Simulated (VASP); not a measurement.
# Ge (Cm) in VASP: single point with PBEsol

Aim: the single point of Ge with PBEsol.

All numbers are computed with VASP 6.6.1; they aren't measurements. Logs are shortened: lines on timing, memory, paths and dates and some standing lists are left out, and cuts for length are marked.

## (1) The cell of the first run

Symmetry: Cm, No. 8, monoclinic system. Conventional cell: a = 7.048 Å, b = 3.731 Å, c = 6.445 Å, α = 90.00°, β = 97.97°, γ = 90.00°. Ge (site symmetry m) has 4 Ge at 2.40 to 2.47 Å within 3.2 Å. Ge (site symmetry m) has 4 Ge at 2.26 to 2.55 Å within 3.0 Å. Within 3.0 Å of Ge (site symmetry m) lie 4 Ge at 2.26 to 2.55 Å. Within 3.2 Å of Ge (site symmetry m) lie 4 Ge at 2.40 to 2.47 Å.

## (2) Single point, PBEsol (strained and its atoms moved)

The input, INCAR:

```
SYSTEM = Ge
PREC = Accurate
ENCUT = 520
EDIFF = 1E-6
ISMEAR = 0
SIGMA = 0.1
LREAL = .FALSE.
LASPH = .TRUE.
NELM = 80
ALGO = Fast
ISIF = 2
LWAVE = .FALSE.
LCHARG = .TRUE.
GGA = PS
LELF = .TRUE.
LVHAR = .TRUE.
NBANDS = 36
```

The input, KPOINTS:

```
Automatic mesh
0
G
  12 12 6
  0 0 0
```

The input, POSCAR:

```
Ge
1.0
    3.9776378897      0.1425139353      0.2398551506
   -1.8653982566      3.2309475035     -0.0000035179
    0.3959626770      0.2286024522      6.4289160176
Ge
4
Direct
    0.6593999039      0.3296999470      0.0663373052
    0.3295603207      0.6647801653      0.5578199489
    0.6623548209      0.3311774055      0.4480019841
    0.3486849544      0.6743424822      0.9278407618
```

Potentials or basis: VASP PAW PBE potentials, release 64 (Ge_d).

Command:

```console
$ cat potpaw_PBE.64/Ge_d/POTCAR > POTCAR
$ mpirun -np 1 vasp_std > vasp.out
```

OUTCAR:

```text
SYSTEM = Ge
   PREC = Accurate
   ENCUT = 520
   EDIFF = 1E-6
   ISMEAR = 0
   LREAL = .FALSE.
   LASPH = .TRUE.
   NELM = 80
   ISIF = 2
   GGA = PS

 ion  position               nearest neighbor table
   1  0.659  0.330  0.066-   4 2.40   4 2.40   3 2.46   4 2.47
   2  0.330  0.665  0.558-   3 2.26   3 2.26   4 2.40   3 2.55
   3  0.662  0.331  0.448-   2 2.26   2 2.26   1 2.46   2 2.55
   4  0.349  0.674  0.928-   2 2.40   1 2.40   1 2.40   1 2.47

  LATTYP: Found a base centered monoclinic cell.
 ALAT       =     7.0483196346
 B/A-ratio  =     0.5293150620
 C/A-ratio  =     0.9144241564
 COS(beta)  =    -0.1386631208

  Lattice vectors:

 A1 = (  -3.9776378897,  -0.1425139353,  -0.2398551506)
 A2 = (  -2.1122396331,  -3.3734614388,  -0.2398516327)
 A3 = (   0.3959626770,   0.2286024522,   6.4289160176)

Analysis of symmetry for initial positions (statically):
=====================================================================
 Subroutine PRICEL returns:
 Original cell was already a primitive cell.

 Routine SETGRP: Setting up the symmetry group for a
 base centered monoclinic supercell.

 Subroutine GETGRP returns: Found  2 space group operations
 (whereof  2 operations were pure point group operations)
 out of a pool of  4 trial point group operations.

The static configuration has the point symmetry C_1h.

Analysis of symmetry for dynamics (positions and initial velocities):
=====================================================================
 Subroutine PRICEL returns:
 Original cell was already a primitive cell.

 Routine SETGRP: Setting up the symmetry group for a
 base centered monoclinic supercell.

 Subroutine GETGRP returns: Found  2 space group operations
 (whereof  2 operations were pure point group operations)
 out of a pool of  4 trial point group operations.

The dynamic configuration has the point symmetry C_1h.

 Subroutine INISYM returns: Found  2 space group operations
 (whereof  2 operations are pure point group operations),
 and found     1 'primitive' translations

----------------------------------------------------------------------------------------

                                     Primitive cell

  volume of cell :      83.9214

  direct lattice vectors                    reciprocal lattice vectors
     3.977637890  0.142513935  0.239855151     0.247511170  0.142901373 -0.020325789
    -1.865398257  3.230947503 -0.000003518    -0.010264108  0.303580703 -0.010162691
     0.395962677  0.228602452  6.428916018    -0.009234351 -0.005331313  0.156305543

  length of vectors
     3.987410676  3.730781745  6.445153736     0.286523506  0.303924128  0.156668819

  position of ions in fractional coordinates (direct lattice)
     0.659399904  0.329699947  0.066337305
     0.329560321  0.664780165  0.557819949
     0.662354821  0.331177406  0.448001984
     0.348684954  0.674342482  0.927840762

  ion indices of the primitive-cell ions
   primitive index   ion index
                 1           1
                 2           2
                 3           3
                 4           4

----------------------------------------------------------------------------------------

 KPOINTS: Automatic mesh

Automatic generation of k-mesh.
 Grid dimensions read from file:
 generate k-points for:   12   12    6

 Generating k-lattice:

  Cartesian coordinates                     Fractional coordinates (reciprocal lattice)
     0.020625931  0.011908448 -0.001693816     0.083333333 -0.000000000  0.000000000
    -0.000855342  0.025298392 -0.000846891     0.000000000  0.083333333  0.000000000
    -0.001539058 -0.000888552  0.026050924    -0.000000000  0.000000000  0.166666667

  Length of vectors
     0.023876959  0.025327011  0.026111470

  Shift w.r.t. Gamma in fractional coordinates (k-lattice)
     0.000000000  0.000000000  0.000000000

 Subroutine IBZKPT returns following result:
 ===========================================

 Found    242 irreducible k-points:

 Following reciprocal coordinates:
            Coordinates               Weight
  0.000000  0.000000  0.000000      1.000000
  0.083333 -0.000000  0.000000      2.000000
  0.166667  0.000000  0.000000      2.000000
  0.250000  0.000000  0.000000      2.000000
  0.333333  0.000000  0.000000      2.000000
  0.416667  0.000000  0.000000      2.000000
[... 16 lines left out ...]
  0.166667  0.250000  0.000000      4.000000
  0.250000  0.250000  0.000000      4.000000
 [... further k-points ...]
   k-points           NKPTS =    242   k-points in BZ     NKDIM =    242   number of bands    NBANDS=     36
   number of dos      NEDOS =    301   number of ions     NIONS =      4
   total plane-waves  NPLWV =  40320
   dimension x,y,z NGX =    30 NGY =   28 NGZ =   48
   dimension x,y,z NGXF=    60 NGYF=   56 NGZF=   96
   ions per type =               4
   NGX,Y,Z   is equivalent  to a cutoff of  12.51, 12.48, 12.38 a.u.
   NGXF,Y,Z  is equivalent  to a cutoff of  25.02, 24.95, 24.76 a.u.
 SYSTEM =  Ge
   PREC   = accura    normal or accurate (medium, high low for compatibility)
   ISTART =      0    job   : 0-new  1-cont  2-samecut
   ICHARG =      2    charge: 1-file 2-atom 10-const
   ISPIN  =      1    spin polarized calculation?
   LNONCOLLINEAR =      F non collinear calculations
   LSORBIT =      F    spin-orbit coupling
   LASPH  =      T    aspherical Exc in radial PAW
   ENCUT  =  520.0 eV  38.22 Ry    6.18 a.u.   7.41  6.94 11.98*2*pi/ulx,y,z
   NELM   =     80;   NELMIN=  2; NELMDL= -5     # of ELM steps
   EDIFF  = 0.1E-05   stopping-criterion for ELM
   LREAL  =      F    real-space projection
   EDIFFG = 0.1E-04   stopping-criterion for IOM
   NSW    =      0    number of steps for IOM
   IBRION =     -1    ionic relax: 0-MD 1-quasi-New 2-CG
   NFREE  =      0    steps in history (QN), initial steepest desc. (CG)
   ISIF   =      2    stress and relaxation
   ISYM   =      2    0-nonsym 1-usesym 2-fastsym
   POTIM  = 0.5000    time-step for ionic-motion
   TEBEG  =    0.0;   TEEND  =   0.0 temperature during run
   PSTRESS=    0.0 pullay stress
   NELECT =      56.0000    total number of electrons
   NUPDOWN=      -1.0000    fix difference up-down
   EMIN   =  10.00;   EMAX   =-10.00  energy-range for DOS
   EFERMI =   0.00;   METHOD = LEGACY
   ISMEAR =     0;   SIGMA  =   0.10  broadening in eV -4-tet -1-fermi 0-gaus
   EFERMI_NEDOS =   21; number of points for ismear=-14 and -15
   IALGO  =     68    algorithm
   IMIX   =      4    mixing-type and parameters
     AMIX     =   0.40;   BMIX     =  1.00
     AMIX_MAG =   1.60;   BMIX_MAG =  1.00
  volume/ion in A,a.u.               =      20.98       141.58
  Fermi-wavevector in a.u.,A,eV,Ry     =   1.430584  2.703411 27.845264  2.046569
  Thomas-Fermi vector in A             =   2.550413
   LORBIT       =      0    0 simple, 1 ext, 2 COOP (PROOUT), +10 PAW based schemes
   GGA     = PS    functional components
   LHFCALC =     F    Hartree Fock is set to
   AEXX    =    0.0000 exact exchange contribution
   IVDW    =     0    specifies the selected vdW correction
   LEPSILON=     F    determine dielectric tensor
   LRPA    =     F    only Hartree local field effects (RPA)
 non-spin polarized calculation
 RMM-DIIS sequential band-by-band and
 Gauss-broadening in eV      SIGMA  =   0.10
  energy-cutoff  :      520.00
  volume of cell :       83.92
 maximum number of plane-waves:      2278
 NGX is ok and might be reduce to    30
   NGX = 15   NGY = 13   NGZ = 23

 number of electron      56.0000006 magnetization

 Free energy of the ion-electron system (eV)
  ---------------------------------------------------
  ext. energy  EPLUGINS =         0.00000000
  ---------------------------------------------------
  free energy    TOTEN  =       -19.01815954 eV

  energy without entropy =      -19.01628113  energy(sigma->0) =      -19.01722033

 E-fermi :   5.7072     XC(G=0): -10.5070

 val. band max:        5.7032122245   @ k =   0.0833   0.0000   0.1667
 cond. band min:       5.7253889821   @ k =   0.0833  -0.0000   0.0000
 fundamental gap:      0.0221767577
 Fermi energy:         5.7072125521

 k-point     1 :       0.0000    0.0000    0.0000
  band No.  band energies     occupation
      1     -19.5671      2.00000
      2     -19.4750      2.00000
      3     -19.4271      2.00000
      4     -19.4041      2.00000
      5     -19.3510      2.00000
      6     -19.3229      2.00000
[... 28 lines left out ...]
     35      10.8048      0.00000
     36      11.9230      0.00000

 k-point     2 :       0.0833   -0.0000    0.0000
  band No.  band energies     occupation
      1     -19.5686      2.00000
      2     -19.4784      2.00000
      3     -19.4231      2.00000
      4     -19.4014      2.00000
      5     -19.3596      2.00000
      6     -19.3132      2.00000
[... 28 lines left out ...]
     35      11.0595      0.00000
     36      12.1605      0.00000

 k-point     3 :       0.1667    0.0000    0.0000
  band No.  band energies     occupation
      1     -19.5723      2.00000
      2     -19.4844      2.00000
      3     -19.4156      2.00000
      4     -19.3945      2.00000
      5     -19.3747      2.00000
      6     -19.2946      2.00000
[... 28 lines left out ...]
     35      11.3646      0.00000
     36      11.7430      0.00000

 k-point     4 :       0.2500    0.0000    0.0000
  band No.  band energies     occupation
      1     -19.5767      2.00000
      2     -19.4879      2.00000
      3     -19.4116      2.00000
      4     -19.3894      2.00000
      5     -19.3857      2.00000
      6     -19.2732      2.00000
[... 28 lines left out ...]
     35      11.7034      0.00000
     36      12.7154      0.00000

 k-point     5 :       0.3333    0.0000    0.0000
  band No.  band energies     occupation
      1     -19.5807      2.00000
      2     -19.4871      2.00000
      3     -19.4179      2.00000
      4     -19.3971      2.00000
      5     -19.3777      2.00000
      6     -19.2511      2.00000
[... 655 lines left out ...]
 k-point    22 :       0.0833    0.2500    0.0000
  band No.  band energies     occupation
      1     -19.5848      2.00000
      2     -19.4959      2.00000
      3     -19.4192      2.00000
      4     -19.3699      2.00000
      5     -19.3592      2.00000
      6     -19.2659      2.00000
[... 28 lines left out ...]
     35      12.1079      0.00000
     36      12.9623      0.00000

 k-point    23 :       0.1667    0.2500    0.0000
  band No.  band energies     occupation
      1     -19.5910      2.00000
      2     -19.4937      2.00000
      3     -19.4191      2.00000
      4     -19.3739      2.00000
      5     -19.3495      2.00000
      6     -19.2614      2.00000
[... 28 lines left out ...]
     35      12.1074      0.00000
     36      13.4220      0.00000

 k-point    24 :       0.2500    0.2500    0.0000
  band No.  band energies     occupation
      1     -19.5964      2.00000
      2     -19.4915      2.00000
      3     -19.4230      2.00000
      4     -19.3703      2.00000
      5     -19.3412      2.00000
      6     -19.2612      2.00000
[... 28 lines left out ...]
     35      12.2968      0.00000
     36      13.2037      0.00000

 [... further k-points ...]
[... 5 lines left out ...]
  --------------------------------------------------------------------------------------
  -------------------------------------------------------------------------------------
  Total        2.3483682      6.7279496      3.2959922     -3.7928650     -1.7163605     -2.9728161
  in kB       44.8336295    128.4459586     62.9250959    -72.4110924    -32.7677202    -56.7552125
  external PRESSURE =      78.7348947 kB  Pullay stress =       0.0000000 kB

 VOLUME and BASIS-vectors are now :
 -----------------------------------------------------------------------------
  energy-cutoff  :      520.00
  volume of cell :       83.92
      direct lattice vectors                 reciprocal lattice vectors
     3.977637890  0.142513935  0.239855151     0.247511170  0.142901373 -0.020325789
    -1.865398257  3.230947503 -0.000003518    -0.010264108  0.303580703 -0.010162691
     0.395962677  0.228602452  6.428916018    -0.009234351 -0.005331313  0.156305543

 POSITION                                       TOTAL-FORCE (eV/Angst)
 -----------------------------------------------------------------------------------
      2.03410      1.17438      0.58464         0.455520      0.262993     -0.040596
      0.29167      2.32236      3.66522        -1.470445     -0.848959      0.665846
      2.19422      1.26683      3.03904         1.454509      0.839758     -1.239326
      0.49642      2.44056      6.04864        -0.439584     -0.253793      0.614075
 -----------------------------------------------------------------------------------
    total drift:                               -0.000584     -0.000223     -0.000423

  FREE ENERGIE OF THE ION-ELECTRON SYSTEM (eV)
  ---------------------------------------------------
  free  energy   TOTEN  =       -19.0181595411 eV

  energy  without entropy=      -19.0162811289  energy(sigma->0) =      -19.01722033
```

Wall time 15 min (1 thread of Oxide Virtual Turin-like, shared host); peak memory 0.54 GiB.

What came out:

```yaml
Free_energy: -19.0182 eV
Pressure: 7.9 GPa
Largest_force: 2.087 eV/Å
Band_gap_on_the_k_mesh: zero (bands 28 and 29 overlap by 0.47 eV)
```

Forces on the atoms (eV/Å):
```
Ge   0.456  0.263 -0.041
Ge  -1.470 -0.849  0.666
Ge   1.455  0.840 -1.239
Ge  -0.440 -0.254  0.614
```

Caveat: the cell differs from its parent crystal (strained and its atoms moved); the cell stands under pressure; semilocal functionals underestimate gaps, so a narrow gap can read as zero; the PAW data sets were made with another functional, which shifts forces and pressure a little.
